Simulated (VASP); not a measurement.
Wanted: the native input for a VASP 6.6.1 run.

| Item | Value |
| --- | --- |
| Task | single point |
| Functional | PBEsol |
| Potentials or basis | VASP PAW PBE potentials, release 64 (Cu, O) |
| Cutoff | 520 eV |
| k mesh | 16 × 16 × 10 |
| Occupations | gaussian, width 0.15 eV |
| Spin | no spin polarisation |
| Dipole correction | no |
| Further INCAR settings | ALGO = Normal; EDIFF = 1e-06; NBANDS = 25 |

The structure of CuO lies in POSCAR:

```
CuO
1.0
    2.0425330993     -2.0503581635      0.0000000000
    2.0425330993      2.0503581635      0.0000000000
    0.0000000000      0.0000000000      5.0922648207
Cu O
2 2
Direct
    0.0000330304      0.5172765246      0.0000000000
    0.5000330304      0.0172765246      0.5000000000
    0.5000000000      0.5000000000      0.2500000000
    0.5000000000      0.5000000000      0.7500000000
```

This cell differs from its parent crystal: all Cu atoms moved +0.050 Å, as atom 1 along Cartesian [1 1 0].

These files were run (other wordings do the same):

INCAR

```
SYSTEM = CuO
  ALGO = Normal
  EDIFF = 1E-6
  ENCUT = 520
  GGA = PS
  ISIF = 2
  ISMEAR = 0
  LASPH = .True.
  LCHARG = .False.
  LREAL = .False.
  LWAVE = .False.
  NBANDS = 25
  NELM = 60
  PREC = Accurate
  SIGMA = 0.15
```

KPOINTS

```
k-points
0
Gamma
  16 16 10
  0 0 0
```

Potentials or basis: VASP PAW PBE potentials, release 64 (Cu, O).

Launch:

```bash
$ cat potpaw_PBE.64/Cu/POTCAR potpaw_PBE.64/O/POTCAR > POTCAR
$ mpirun -np 1 vasp_std > vasp.out
```

It gave:

```json
{
 "Pressure": "1.0 GPa",
 "Largest force": "0.807 eV/Å",
 "Band gap on the k mesh": "zero (bands 17 and 18 overlap by 1.19 eV)"
}
```

Caveat: the cell differs from its parent crystal (all Cu atoms moved +0.050 Å, as atom 1 along Cartesian [1 1 0]); the PAW data sets were made with another functional, which shifts forces and pressure a little; semilocal functionals often make such compounds metallic where correlation or magnetic order opens a gap, which also shifts bond lengths.

Run time: 5.8 min on 1 thread of AMD EPYC 9R45 96-Core Processor (Zen 5), with other jobs on the host, peak memory 0.69 GiB.
